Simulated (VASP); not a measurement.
# HCl (Fmmm) in VASP: further runs

The runs below take HCl through single point, with PBEsol.

All numbers are computed with VASP 6.6.1; they aren't measurements. Logs are shortened: lines on timing, memory, paths and dates and some standing lists are left out, and cuts for length are marked.

## 1. The cell of the first run

It takes space group Fmmm (No. 69, orthorhombic). The conventional cell has a = 4.628 Å, b = 4.922 Å, c = 5.482 Å, α = 90.00°, β = 90.00°, γ = 90.00°. H (site symmetry mmm) has 6 Cl at 2.31 to 2.74 Å within 3.1 Å. Within 3.1 Å of Cl (site symmetry mmm) lie 6 H at 2.31 to 2.74 Å.

## 2. Single point, PBEsol (strain -0.080 along x and y, -0.040 along z)

Contents of INCAR:

```
SYSTEM = HCl
PREC = Accurate ; ENCUT = 520
EDIFF = 1E-6 ; ISMEAR = 0
SIGMA = 0.15 ; LREAL = .FALSE.
LASPH = .TRUE. ; NELM = 100
ALGO = Normal ; ISIF = 2
LWAVE = .FALSE. ; LCHARG = .FALSE.
GGA = PS ; NBANDS = 11
```

Contents of KPOINTS:

```
Automatic mesh
0
G
  16 16 16
  0 0 0
```

Contents of POSCAR:

```
HCl
1.0
    0.0000000000      2.4610000000      2.7408000000
    2.3138000000      0.0000000000      2.7408000000
    2.3138000000      2.4610000000      0.0000000000
H Cl
1 1
Direct
    0.0000000000      0.0000000000      0.0000000000
    0.5000000000      0.5000000000      0.5000000000
```

Potentials or basis: VASP PAW PBE potentials, release 64 (H, Cl).

The run is started by

```bash
> cat potpaw_PBE.64/H/POTCAR potpaw_PBE.64/Cl/POTCAR > POTCAR
> mpirun -np 1 vasp_std > vasp.out
```

OUTCAR:

```text
SYSTEM = HCl
   PREC = Accurate
   ENCUT = 520
   EDIFF = 1E-6
   ISMEAR = 0
   LREAL = .FALSE.
   LASPH = .TRUE.
   NELM = 100
   ISIF = 2
   GGA = PS

 ion  position               nearest neighbor table
   1  0.000  0.000  0.000-
   2  0.500  0.500  0.500-

  LATTYP: Found a face centered orthorhombic cell.
 ALAT       =     4.6276000000
 B/A-ratio  =     1.0636182903
 C/A-ratio  =     1.1845449045

  Lattice vectors:

 A1 = (   0.0000000000,   2.4610000000,   2.7408000000)
 A2 = (   2.3138000000,   0.0000000000,   2.7408000000)
 A3 = (   2.3138000000,   2.4610000000,   0.0000000000)

Analysis of symmetry for initial positions (statically):
=====================================================================
 Subroutine PRICEL returns:
 Original cell was already a primitive cell.

 Routine SETGRP: Setting up the symmetry group for a
 face centered orthorhombic supercell.

 Subroutine GETGRP returns: Found  8 space group operations
 (whereof  8 operations were pure point group operations)
 out of a pool of  8 trial point group operations.

The static configuration has the point symmetry D_2h.

Analysis of symmetry for dynamics (positions and initial velocities):
=====================================================================
 Subroutine PRICEL returns:
 Original cell was already a primitive cell.

 Routine SETGRP: Setting up the symmetry group for a
 face centered orthorhombic supercell.

 Subroutine GETGRP returns: Found  8 space group operations
 (whereof  8 operations were pure point group operations)
 out of a pool of  8 trial point group operations.

The dynamic configuration has the point symmetry D_2h.

 Subroutine INISYM returns: Found  8 space group operations
 (whereof  8 operations are pure point group operations),
 and found     1 'primitive' translations

----------------------------------------------------------------------------------------

                                     Primitive cell

  volume of cell :      31.2137

  direct lattice vectors                    reciprocal lattice vectors
     0.000000000  2.461000000  2.740800000    -0.216094736  0.203169443  0.182428488
     2.313800000  0.000000000  2.740800000     0.216094736 -0.203169443  0.182428488
     2.313800000  2.461000000  0.000000000     0.216094736  0.203169443 -0.182428488

  length of vectors
     3.683545254  3.586872604  3.377897488     0.348216758  0.348216758  0.348216758

  position of ions in fractional coordinates (direct lattice)
     0.000000000  0.000000000  0.000000000
     0.500000000  0.500000000  0.500000000

  ion indices of the primitive-cell ions
   primitive index   ion index
                 1           1
                 2           2

----------------------------------------------------------------------------------------

 KPOINTS: Automatic mesh

Automatic generation of k-mesh.
 Grid dimensions read from file:
 generate k-points for:   16   16   16

 Generating k-lattice:

  Cartesian coordinates                     Fractional coordinates (reciprocal lattice)
    -0.013505921  0.012698090  0.011401781     0.062500000  0.000000000  0.000000000
     0.013505921 -0.012698090  0.011401781     0.000000000  0.062500000  0.000000000
     0.013505921  0.012698090 -0.011401781     0.000000000  0.000000000  0.062500000

  Length of vectors
     0.021763547  0.021763547  0.021763547

  Shift w.r.t. Gamma in fractional coordinates (k-lattice)
     0.000000000  0.000000000  0.000000000

 Subroutine IBZKPT returns following result:
 ===========================================

 Found    621 irreducible k-points:

 Following reciprocal coordinates:
            Coordinates               Weight
  0.000000  0.000000  0.000000      1.000000
  0.062500  0.000000  0.000000      8.000000
  0.125000  0.000000  0.000000      8.000000
  0.187500  0.000000  0.000000      8.000000
  0.250000  0.000000  0.000000      8.000000
  0.312500  0.000000 -0.000000      8.000000
[... 16 lines left out ...]
 -0.125000  0.062500  0.000000      8.000000
 -0.062500  0.062500  0.000000      4.000000
 [... further k-points ...]
   k-points           NKPTS =    621   k-points in BZ     NKDIM =    621   number of bands    NBANDS=     11
   number of dos      NEDOS =    301   number of ions     NIONS =      2
   total plane-waves  NPLWV =  21952
   dimension x,y,z NGX =    28 NGY =   28 NGZ =   28
   dimension x,y,z NGXF=    56 NGYF=   56 NGZF=   56
   ions per type =               1   1
   NGX,Y,Z   is equivalent  to a cutoff of  12.64, 12.98, 13.78 a.u.
   NGXF,Y,Z  is equivalent  to a cutoff of  25.27, 25.96, 27.56 a.u.
 SYSTEM =  HCl
   PREC   = accura    normal or accurate (medium, high low for compatibility)
   ISTART =      0    job   : 0-new  1-cont  2-samecut
   ICHARG =      2    charge: 1-file 2-atom 10-const
   ISPIN  =      1    spin polarized calculation?
   LNONCOLLINEAR =      F non collinear calculations
   LSORBIT =      F    spin-orbit coupling
   LASPH  =      T    aspherical Exc in radial PAW
   ENCUT  =  520.0 eV  38.22 Ry    6.18 a.u.   6.85  6.67  6.28*2*pi/ulx,y,z
   NELM   =    100;   NELMIN=  2; NELMDL= -5     # of ELM steps
   EDIFF  = 0.1E-05   stopping-criterion for ELM
   LREAL  =      F    real-space projection
   EDIFFG = 0.1E-04   stopping-criterion for IOM
   NSW    =      0    number of steps for IOM
   IBRION =     -1    ionic relax: 0-MD 1-quasi-New 2-CG
   NFREE  =      0    steps in history (QN), initial steepest desc. (CG)
   ISIF   =      2    stress and relaxation
   ISYM   =      2    0-nonsym 1-usesym 2-fastsym
   POTIM  = 0.5000    time-step for ionic-motion
   TEBEG  =    0.0;   TEEND  =   0.0 temperature during run
   PSTRESS=    0.0 pullay stress
   NELECT =       8.0000    total number of electrons
   NUPDOWN=      -1.0000    fix difference up-down
   EMIN   =  10.00;   EMAX   =-10.00  energy-range for DOS
   EFERMI =   0.00;   METHOD = LEGACY
   ISMEAR =     0;   SIGMA  =   0.15  broadening in eV -4-tet -1-fermi 0-gaus
   EFERMI_NEDOS =   21; number of points for ismear=-14 and -15
   IALGO  =     38    algorithm
   IMIX   =      4    mixing-type and parameters
     AMIX     =   0.40;   BMIX     =  1.00
     AMIX_MAG =   1.60;   BMIX_MAG =  1.00
  volume/ion in A,a.u.               =      15.61       105.32
  Fermi-wavevector in a.u.,A,eV,Ry     =   1.039896  1.965118 14.713118  1.081384
  Thomas-Fermi vector in A             =   2.174447
   LORBIT       =      0    0 simple, 1 ext, 2 COOP (PROOUT), +10 PAW based schemes
   GGA     = PS    functional components
   LHFCALC =     F    Hartree Fock is set to
   AEXX    =    0.0000 exact exchange contribution
   IVDW    =     0    specifies the selected vdW correction
   LEPSILON=     F    determine dielectric tensor
   LRPA    =     F    only Hartree local field effects (RPA)
 non-spin polarized calculation
 Gauss-broadening in eV      SIGMA  =   0.15
  energy-cutoff  :      520.00
  volume of cell :       31.21
 maximum number of plane-waves:       858
   NGX = 13   NGY = 13   NGZ = 13

 number of electron       7.9999999 magnetization

 Free energy of the ion-electron system (eV)
  ---------------------------------------------------
  ext. energy  EPLUGINS =         0.00000000
  ---------------------------------------------------
  free energy    TOTEN  =        -3.81361366 eV

  energy without entropy =       -3.80963091  energy(sigma->0) =       -3.81162229

 E-fermi :  -0.2409     XC(G=0):  -8.9069

 val. band max:       -0.2549584560   @ k =  -0.1250   0.4375   0.4375
 cond. band min:      -0.2235049890   @ k =  -0.0625   0.3750   0.4375
 fundamental gap:      0.0314534670
 Fermi energy:        -0.2408672764

 k-point     1 :       0.0000    0.0000    0.0000
  band No.  band energies     occupation
      1     -14.3515      2.00000
      2      -0.5139      1.98995
      3      -0.2778      1.27201
      4      -0.2614      1.15354
      5      -0.0880      0.14944
      6      11.5532      0.00000
      7      11.7122      0.00000
      8      12.7424      0.00000
      9      13.2539      0.00000
     10      15.2796      0.00000
     11      16.0042      0.00000

 k-point     2 :       0.0625    0.0000    0.0000
  band No.  band energies     occupation
      1     -14.3231      2.00000
      2      -1.0527      2.00000
      3      -0.3872      1.83237
      4      -0.2896      1.35388
      5       0.5203      0.00000
      6      11.4358      0.00000
      7      11.7401      0.00000
      8      12.6409      0.00000
      9      13.1895      0.00000
     10      14.9248      0.00000
     11      16.3738      0.00000

 k-point     3 :       0.1250    0.0000    0.0000
  band No.  band energies     occupation
      1     -14.2405      2.00000
      2      -1.8312      2.00000
      3      -0.4094      1.88786
      4      -0.3496      1.69478
      5       1.1872      0.00000
      6      10.9028      0.00000
      7      11.7901      0.00000
      8      12.5854      0.00000
      9      13.2732      0.00000
     10      14.4323      0.00000
     11      15.8239      0.00000

 k-point     4 :       0.1875    0.0000    0.0000
  band No.  band energies     occupation
      1     -14.1120      2.00000
      2      -2.6004      2.00000
      3      -0.4776      1.97436
      4      -0.3939      1.85099
      5       1.7798      0.00000
      6      10.0937      0.00000
      7      11.7240      0.00000
      8      12.7442      0.00000
      9      13.3625      0.00000
     10      14.4016      0.00000
     11      15.1896      0.00000
[... 239 lines left out ...]
 k-point    22 :      -0.1875    0.0625    0.0000
  band No.  band energies     occupation
      1     -14.0154      2.00000
      2      -3.1048      2.00000
      3      -0.5568      1.99710
      4      -0.3553      1.71916
      5       2.2155      0.00000
      6       9.9948      0.00000
      7      11.4883      0.00000
      8      12.5817      0.00000
      9      13.2443      0.00000
     10      14.1983      0.00000
     11      15.3186      0.00000

 k-point    23 :      -0.1250    0.0625    0.0000
  band No.  band energies     occupation
      1     -14.1605      2.00000
      2      -2.4118      2.00000
      3      -0.4299      1.92528
      4      -0.3502      1.69738
      5       1.6889      0.00000
      6      10.8985      0.00000
      7      11.7401      0.00000
      8      12.2552      0.00000
      9      13.3693      0.00000
     10      14.1400      0.00000
     11      15.1483      0.00000

 k-point    24 :      -0.0625    0.0625    0.0000
  band No.  band energies     occupation
      1     -14.2668      2.00000
      2      -1.7009      2.00000
      3      -0.3562      1.72322
      4      -0.3323      1.61123
      5       1.0948      0.00000
      6      11.5364      0.00000
      7      11.9985      0.00000
      8      12.0110      0.00000
      9      13.1985      0.00000
     10      14.4376      0.00000
     11      15.8117      0.00000

 [... further k-points ...]
[... 5 lines left out ...]
  --------------------------------------------------------------------------------------
  -------------------------------------------------------------------------------------
  Total       -3.5434174     -1.9806557     -0.7620940      0.0000000      0.0000000      0.0000000
  in kB     -181.8813304   -101.6657825    -39.1177927      0.0000000      0.0000000      0.0000000
  external PRESSURE =    -107.5549685 kB  Pullay stress =       0.0000000 kB

 VOLUME and BASIS-vectors are now :
 -----------------------------------------------------------------------------
  energy-cutoff  :      520.00
  volume of cell :       31.21
      direct lattice vectors                 reciprocal lattice vectors
     0.000000000  2.461000000  2.740800000    -0.216094736  0.203169443  0.182428488
     2.313800000  0.000000000  2.740800000     0.216094736 -0.203169443  0.182428488
     2.313800000  2.461000000  0.000000000     0.216094736  0.203169443 -0.182428488

 POSITION                                       TOTAL-FORCE (eV/Angst)
 -----------------------------------------------------------------------------------
      0.00000      0.00000      0.00000        -0.000000      0.000000      0.000000
      2.31380      2.46100      2.74080         0.000000      0.000000      0.000000
 -----------------------------------------------------------------------------------
    total drift:                                0.000000      0.000000      0.000000

  FREE ENERGIE OF THE ION-ELECTRON SYSTEM (eV)
  ---------------------------------------------------
  free  energy   TOTEN  =        -3.8136136569 eV

  energy  without entropy=       -3.8096309140  energy(sigma->0) =       -3.81162229
```

Run time: 5 min. Hardware: 1 thread of Oxide Virtual Turin-like, shared host; peak memory 0.27 GiB.

Results:

```
Free energy            : -3.8136 eV
Pressure               : -10.8 GPa
Band gap on the k mesh : zero (band 4 reaches -0.26 eV, above the bottom of band 5 at -0.91 eV)
```

Caveat: the cell differs from its parent crystal (strain -0.080 along x and y, -0.040 along z); the PAW data sets were made with another functional, which shifts forces and pressure a little.

## 3. Single point, PBEsol (strain -0.080 along x and y, +0.040 along z)

Contents of INCAR:

```
PREC     = Accurate       # precision mode
ENCUT    = 520            # plane-wave cutoff, eV
EDIFF    = 1E-6           # SCF threshold, eV
ISMEAR   = 0              # smearing method
SIGMA    = 0.15           # smearing width, eV
LREAL    = F              # projectors in reciprocal space
LASPH    = T              # aspherical terms in the spheres
NELM     = 80             # most SCF steps
ALGO     = Normal         # electronic algorithm
ISIF     = 2              # what is computed and relaxed
LWAVE    = F              # write WAVECAR
LCHARG   = F              # write CHGCAR
GGA      = PS             # functional
NBANDS   = 11             # bands
```

Contents of KPOINTS:

```
regular mesh
0
Gamma
  16 16 16
```

Contents of POSCAR:

```
HCl
1.0
    0.0000000000      2.4610000000      2.9692000000
    2.3138000000      0.0000000000      2.9692000000
    2.3138000000      2.4610000000      0.0000000000
H Cl
1 1
Direct
    0.0000000000      0.0000000000      0.0000000000
    0.5000000000      0.5000000000      0.5000000000
```

Potentials or basis: VASP PAW PBE potentials, release 64 (H, Cl).

The run is started by

```bash
> cat potpaw_PBE.64/H/POTCAR potpaw_PBE.64/Cl/POTCAR > POTCAR
> mpirun -np 1 vasp_std > vasp.out
```

Wall time 4.4 min (1 thread of Oxide Virtual Turin-like, shared host); peak memory 0.29 GiB.

Results (log left out):

* Free energy: -3.7625 eV
* Pressure: -10.8 GPa
* Band gap on the k mesh: zero (band 4 reaches -0.94 eV, above the bottom of band 5 at -1.42 eV)

Stress tensor (GPa, compression positive):
```
-18.71   0.00   0.00
  0.00 -10.95   0.00
  0.00   0.00  -2.64
```

Levels at points of the mesh, in eV from the Fermi level:
| k point | band 1 | band 2 | band 3 | band 4 | band 5 | band 6 | band 7 | band 8 |
| --- | --- | --- | --- | --- | --- | --- | --- | --- |
| (0.00, 0.00, 0.00) | -13.87 | -0.34 | -0.15 | -0.07 | 0.12 | 10.41 | 11.63 | 13.34 |
| (0.50, 0.00, 0.00) | -13.13 | -4.35 | -0.70 | -0.12 | 3.52 | 7.76 | 10.55 | 12.29 |
| (0.50, 0.50, 0.00) | -13.35 | -2.57 | -0.82 | -0.47 | 0.01 | 9.72 | 11.74 | 16.46 |
| (0.50, 0.00, 0.50) | -12.82 | -2.70 | -1.84 | -0.53 | -0.48 | 9.25 | 13.83 | 14.21 |
| (0.00, 0.50, 0.50) | -12.75 | -2.64 | -1.86 | -0.81 | -0.56 | 8.81 | 14.24 | 14.67 |

Caveat: the cell differs from its parent crystal (strain -0.080 along x and y, +0.040 along z); the PAW data sets were made with another functional, which shifts forces and pressure a little.

[end of part 1 of 2]
